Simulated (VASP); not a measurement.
# HW8C8 (a cell with a defect) in VASP: single point with PBEsol

Aim: the single point of HW8C8 (a cell with a defect) with PBEsol.

Everything below comes from runs of VASP 6.6.1. Logs are shortened: lines on timing, memory, paths and dates and some standing lists are left out, and cuts for length are marked.

## 1. The cell of the first run

The cell holds a defect, 17 atoms: a = 5.656 Å, b = 5.797 Å, c = 5.797 Å, α = 120.00°, β = 90.00°, γ = 90.00°.

## 2. Single point, PBEsol

INCAR

```
SYSTEM = HW8C8
PREC = Accurate
ENCUT = 520
EDIFF = 1E-6
ISMEAR = 0
SIGMA = 0.1
LREAL = Auto
LASPH = .TRUE.
NELM = 80
ALGO = Normal
ISIF = 2
LWAVE = .FALSE.
LCHARG = .FALSE.
GGA = PS
NBANDS = 86
```

KPOINTS

```
Automatic mesh
0
Gamma
  4 5 5
  0.5 0 0
```

POSCAR

```
HW8C8
1.0
    0.0000000000      0.0000000000     -5.6555137123
   -2.8984787826     -5.0203125160      0.0000000000
   -2.8984787825      5.0203125161      0.0000000000
W C H
8 8 1
Direct
    0.4985890130      0.5000003363      0.4999997387
    1.0014108865      0.5000003363      0.4999997387
    0.4983725871      0.4976847566     -0.0011580928
    1.0016274892      0.4976847566     -0.0011580928
    0.4983725871      1.0011582407      0.5023155905
    1.0016274892      1.0011582407      0.5023155905
    0.4983725871      1.0011580813     -0.0011580063
    1.0016273124      1.0011580813     -0.0011580063
    0.2499999243      0.1666671765      0.8333332435
    0.7499999497      0.1666669044      0.8333331706
    0.2499999243      0.1672779965      0.3336385562
    0.7499999497      0.1696617102      0.3348305114
    0.2499999243      0.6663617642      0.8327225231
    0.7499999497      0.6651697362      0.8303385374
    0.2499999243      0.6663617657      0.3336386544
    0.7499999497      0.6651697084      0.3348307116
    0.7499999497      0.8333344706      0.1666693995
```

Potentials or basis: VASP PAW PBE potentials, release 64 (W_sv, C, H).

On the command line:

```sh
cat potpaw_PBE.64/W_sv/POTCAR potpaw_PBE.64/C/POTCAR potpaw_PBE.64/H/POTCAR > POTCAR
mpirun -np 1 vasp_std > vasp.out
```

OUTCAR:

```text
SYSTEM = HW8C8
   PREC = Accurate
   ENCUT = 520
   EDIFF = 1E-6
   ISMEAR = 0
   LREAL = Auto
   LASPH = .TRUE.
   NELM = 80
   ISIF = 2
   GGA = PS

 ion  position               nearest neighbor table
   1  0.499  0.500  0.500-  11 2.18  15 2.18  13 2.18  16 2.18  12 2.18  14 2.18   2 2.81   2 2.84
                             3 2.90   5 2.90   7 2.90   7 2.90   5 2.90   3 2.90
   2  0.001  0.500  0.500-  11 2.18  15 2.18  13 2.18  16 2.18  12 2.18  14 2.18   1 2.81   1 2.84
                             4 2.90   6 2.90   8 2.90   8 2.90   6 2.90   4 2.90
   3  0.498  0.498  0.999-   9 2.18  10 2.19  13 2.19  15 2.19  14 2.21  16 2.21   4 2.81   4 2.85
                             5 2.88   7 2.88   1 2.90   1 2.90   7 2.92   5 2.92
   4  0.002  0.498  0.999-   9 2.18  10 2.19  13 2.19  15 2.19  14 2.21  16 2.21   3 2.81   3 2.85
                             6 2.88   8 2.88   2 2.90   2 2.90   8 2.92   6 2.92
   5  0.498  0.001  0.502-   9 2.18  10 2.19  15 2.19  11 2.19  16 2.21  12 2.21   6 2.81   6 2.85
                             3 2.88   7 2.88   1 2.90   1 2.90   7 2.92   3 2.92
   6  0.002  0.001  0.502-   9 2.18  10 2.19  15 2.19  11 2.19  16 2.21  12 2.21   5 2.81   5 2.85
                             4 2.88   8 2.88   2 2.90   2 2.90   8 2.92   4 2.92
   7  0.498  0.001  0.999-   9 2.18  10 2.19  13 2.19  11 2.19  14 2.21  12 2.21   8 2.81   8 2.85
                             5 2.88   3 2.88   1 2.90   1 2.90   3 2.92   5 2.92
   8  0.002  0.001  0.999-   9 2.18  10 2.19  13 2.19  11 2.19  14 2.21  12 2.21   7 2.81   7 2.85
                             6 2.88   4 2.88   2 2.90   2 2.90   4 2.92   6 2.92
   9  0.250  0.167  0.833-   4 2.18   6 2.18   3 2.18   5 2.18   8 2.18   7 2.18
  10  0.750  0.167  0.833-   5 2.19   7 2.19   8 2.19   6 2.19   3 2.19   4 2.19
  11  0.250  0.167  0.334-   2 2.18   1 2.18   8 2.19   7 2.19   6 2.19   5 2.19
  12  0.750  0.170  0.335-   1 2.18   2 2.18   7 2.21   8 2.21   5 2.21   6 2.21
  13  0.250  0.666  0.833-   2 2.18   1 2.18   4 2.19   8 2.19   7 2.19   3 2.19
  14  0.750  0.665  0.830-   1 2.18   2 2.18   7 2.21   8 2.21   3 2.21   4 2.21
  15  0.250  0.666  0.334-   2 2.18   1 2.18   6 2.19   5 2.19   4 2.19   3 2.19
  16  0.750  0.665  0.335-   1 2.18   2 2.18   5 2.21   6 2.21   3 2.21   4 2.21
  17  0.750  0.833  0.167-

  LATTYP: Found a hexagonal cell.
 ALAT       =     5.7969575651
 C/A-ratio  =     0.9756003298

  Lattice vectors:

 A1 = (  -2.8984787826,  -5.0203125160,   0.0000000000)
 A2 = (  -2.8984787825,   5.0203125161,   0.0000000000)
 A3 = (   0.0000000000,   0.0000000000,  -5.6555137123)

Analysis of symmetry for initial positions (statically):
=====================================================================
 Subroutine PRICEL returns:
 Original cell was already a primitive cell.

 Routine SETGRP: Setting up the symmetry group for a
 hexagonal supercell.

 Subroutine GETGRP returns: Found 12 space group operations
 (whereof  2 operations were pure point group operations)
 out of a pool of 24 trial point group operations.

The static configuration has the point symmetry C_1h.
 The point group associated with its full space group is D_3h.

Analysis of symmetry for dynamics (positions and initial velocities):
=====================================================================
 Subroutine PRICEL returns:
 Original cell was already a primitive cell.

 Routine SETGRP: Setting up the symmetry group for a
 hexagonal supercell.

 Subroutine GETGRP returns: Found 12 space group operations
 (whereof  2 operations were pure point group operations)
 out of a pool of 24 trial point group operations.

The dynamic configuration has the point symmetry C_1h.
 The point group associated with its full space group is D_3h.

 Subroutine INISYM returns: Found 12 space group operations
 (whereof  2 operations are pure point group operations),
 and found     1 'primitive' translations

----------------------------------------------------------------------------------------

                                     Primitive cell

  volume of cell :     164.5898

  direct lattice vectors                    reciprocal lattice vectors
     0.000000000  0.000000000 -5.655513712     0.000000000  0.000000000 -0.176818597
    -2.898478783 -5.020312516  0.000000000    -0.172504282 -0.099595393  0.000000000
    -2.898478782  5.020312516  0.000000000    -0.172504282  0.099595393  0.000000000

  length of vectors
     5.655513712  5.796957565  5.796957565     0.176818597  0.199190787  0.199190787

  position of ions in fractional coordinates (direct lattice)
     0.498589013  0.500000336  0.499999739
[... 48 lines left out ...]
     0.000000000  0.000000000 -0.044204649     0.250000000  0.000000000  0.000000000
    -0.034500856 -0.019919079  0.000000000     0.000000000  0.200000000  0.000000000
    -0.034500856  0.019919079  0.000000000     0.000000000  0.000000000  0.200000000

  Length of vectors
     0.044204649  0.039838157  0.039838157

  Shift w.r.t. Gamma in fractional coordinates (k-lattice)
     0.500000000  0.000000000  0.000000000

 Subroutine IBZKPT returns following result:
 ===========================================

 Found     10 irreducible k-points:

 Following reciprocal coordinates:
            Coordinates               Weight
  0.125000  0.000000  0.000000      2.000000
  0.375000  0.000000  0.000000      2.000000
  0.125000  0.200000 -0.000000     12.000000
  0.375000  0.200000 -0.000000     12.000000
  0.125000  0.400000  0.000000     12.000000
  0.375000  0.400000  0.000000     12.000000
  0.125000  0.200000  0.200000     12.000000
  0.375000  0.200000  0.200000     12.000000
  0.125000  0.400000  0.200000     12.000000
  0.375000  0.400000  0.200000     12.000000
   k-points           NKPTS =     10   k-points in BZ     NKDIM =     10   number of bands    NBANDS=     86
   number of dos      NEDOS =    301   number of ions     NIONS =     17
   total plane-waves  NPLWV =  96768
   dimension x,y,z NGX =    42 NGY =   48 NGZ =   48
   dimension x,y,z NGXF=    84 NGYF=   96 NGZF=   96
   ions per type =               8   8   1
   NGX,Y,Z   is equivalent  to a cutoff of  12.35, 13.77, 13.77 a.u.
   NGXF,Y,Z  is equivalent  to a cutoff of  24.69, 27.53, 27.53 a.u.
 SYSTEM =  HW8C8
   PREC   = accura    normal or accurate (medium, high low for compatibility)
   ISTART =      0    job   : 0-new  1-cont  2-samecut
   ICHARG =      2    charge: 1-file 2-atom 10-const
   ISPIN  =      1    spin polarized calculation?
   LNONCOLLINEAR =      F non collinear calculations
   LSORBIT =      F    spin-orbit coupling
   LASPH  =      T    aspherical Exc in radial PAW
   ENCUT  =  520.0 eV  38.22 Ry    6.18 a.u.  10.52 10.78 10.78*2*pi/ulx,y,z
   NELM   =     80;   NELMIN=  2; NELMDL= -5     # of ELM steps
   EDIFF  = 0.1E-05   stopping-criterion for ELM
   LREAL  =      T    real-space projection
   EDIFFG = 0.1E-04   stopping-criterion for IOM
   NSW    =      0    number of steps for IOM
   IBRION =     -1    ionic relax: 0-MD 1-quasi-New 2-CG
   NFREE  =      0    steps in history (QN), initial steepest desc. (CG)
   ISIF   =      2    stress and relaxation
   ISYM   =      2    0-nonsym 1-usesym 2-fastsym
   POTIM  = 0.5000    time-step for ionic-motion
   TEBEG  =    0.0;   TEEND  =   0.0 temperature during run
   PSTRESS=    0.0 pullay stress
   NELECT =     145.0000    total number of electrons
   NUPDOWN=      -1.0000    fix difference up-down
   EMIN   =  10.00;   EMAX   =-10.00  energy-range for DOS
   EFERMI =   0.00;   METHOD = LEGACY
   ISMEAR =     0;   SIGMA  =   0.10  broadening in eV -4-tet -1-fermi 0-gaus
   EFERMI_NEDOS =   21; number of points for ismear=-14 and -15
   IALGO  =     38    algorithm
   IMIX   =      4    mixing-type and parameters
     AMIX     =   0.40;   BMIX     =  1.00
     AMIX_MAG =   1.60;   BMIX_MAG =  1.00
  volume/ion in A,a.u.               =       9.68        65.34
  Fermi-wavevector in a.u.,A,eV,Ry     =   1.569386  2.965710 33.510786  2.462973
  Thomas-Fermi vector in A             =   2.671276
   LORBIT       =      0    0 simple, 1 ext, 2 COOP (PROOUT), +10 PAW based schemes
   GGA     = PS    functional components
   LHFCALC =     F    Hartree Fock is set to
   AEXX    =    0.0000 exact exchange contribution
   IVDW    =     0    specifies the selected vdW correction
   LEPSILON=     F    determine dielectric tensor
   LRPA    =     F    only Hartree local field effects (RPA)
 non-spin polarized calculation
 Gauss-broadening in eV      SIGMA  =   0.10
  energy-cutoff  :      520.00
  volume of cell :      164.59
 maximum number of plane-waves:      4455
 NGX is ok and might be reduce to    42
   NGX = 21   NGY = 21   NGZ = 21

 number of electron     144.9999992 magnetization

 Free energy of the ion-electron system (eV)
  ---------------------------------------------------
  ext. energy  EPLUGINS =         0.00000000
  ---------------------------------------------------
  free energy    TOTEN  =      -193.12135883 eV

  energy without entropy =     -193.11555452  energy(sigma->0) =     -193.11845667

 E-fermi :  11.6898     XC(G=0): -14.0340

 val. band max:       11.6144430632   @ k =   0.1250   0.2000   0.2000
 cond. band min:      11.8535597666   @ k =   0.3750   0.4000   0.0000
 fundamental gap:      0.2391167034
 Fermi energy:        11.6897760523

 k-point     1 :       0.1250    0.0000    0.0000
  band No.  band energies     occupation
      1     -62.6603      2.00000
      2     -62.6201      2.00000
      3     -62.6046      2.00000
      4     -62.6046      2.00000
      5     -62.5764      2.00000
      6     -62.5658      2.00000
[... 859 lines left out ...]
     83      15.1413      0.00000
     84      15.2253      0.00000
 [bands above 84 left out]

------------------------ aborting loop because EDIFF is reached ----------------------------------------

  FORCE on cell =-STRESS in cart. coord.  units (eV):
  Direction    XX          YY          ZZ          XY          YZ          ZX
  --------------------------------------------------------------------------------------
  -------------------------------------------------------------------------------------
  Total        3.7509991      3.7509991      5.4971009     -0.0000000      0.0000000      0.0000000
  in kB       36.5135962     36.5135962     53.5107890     -0.0000000      0.0000000      0.0000000
  external PRESSURE =      42.1793272 kB  Pullay stress =       0.0000000 kB

 VOLUME and BASIS-vectors are now :
 -----------------------------------------------------------------------------
  energy-cutoff  :      520.00
  volume of cell :      164.59
      direct lattice vectors                 reciprocal lattice vectors
     0.000000000  0.000000000 -5.655513712     0.000000000  0.000000000 -0.176818597
    -2.898478783 -5.020312516  0.000000000    -0.172504282 -0.099595393  0.000000000
    -2.898478782  5.020312516  0.000000000    -0.172504282  0.099595393  0.000000000

 POSITION                                       TOTAL-FORCE (eV/Angst)
 -----------------------------------------------------------------------------------
     -2.89848     -0.00000     -2.81978        -0.000000      0.000000     -0.020243
     -2.89848     -0.00000     -0.00798        -0.000000      0.000000      0.020243
     -4.33765      2.51597     -2.81855        -0.002567     -0.001482     -0.014897
     -4.33765      2.51597     -0.00920        -0.002567     -0.001482      0.014897
     -1.45931      2.51597     -2.81855         0.002567     -0.001482     -0.014897
     -1.45931      2.51597     -0.00920         0.002567     -0.001482      0.014897
[... 9 lines left out ...]
     -2.89848     -1.65841     -4.24163        -0.000000     -0.041172      0.000000
     -2.89849     -3.34687     -4.24163        -0.000000      0.000000      0.000000
 -----------------------------------------------------------------------------------
    total drift:                               -0.078228      0.087636      0.013976

  FREE ENERGIE OF THE ION-ELECTRON SYSTEM (eV)
  ---------------------------------------------------
  free  energy   TOTEN  =      -193.1213588268 eV

  energy  without entropy=     -193.1155545220  energy(sigma->0) =     -193.11845667
```

It took 2.2 min on 1 thread of Intel Xeon 6975P-C (Granite Rapids), shared host; peak memory 0.35 GiB.

Results:

```yaml
Free_energy: -193.1214 eV
Pressure: 4.2 GPa
Largest_force: 0.041 eV/Å
Band_gap_on_the_k_mesh: zero (an odd number of electrons rules out a gap without spin polarisation)
```

Forces in eV/Å, atoms in the order of the input:
```
W    0.000  0.000 -0.020
W    0.000  0.000  0.020
W   -0.003 -0.001 -0.015
W   -0.003 -0.001  0.015
W    0.003 -0.001 -0.015
W    0.003 -0.001  0.015
W    0.000  0.003 -0.015
W    0.000  0.003  0.015
C    0.000  0.000  0.000
C    0.000  0.000  0.000
C    0.031  0.018  0.000
C    0.036  0.021  0.000
C   -0.031  0.018  0.000
C   -0.036  0.021  0.000
C    0.000 -0.036  0.000
C    0.000 -0.041  0.000
H    0.000  0.000  0.000
```

Caveat: the PAW data sets were made with another functional, which shifts forces and pressure a little; spin-orbit coupling is left out, which moves the levels of the heavy elements.
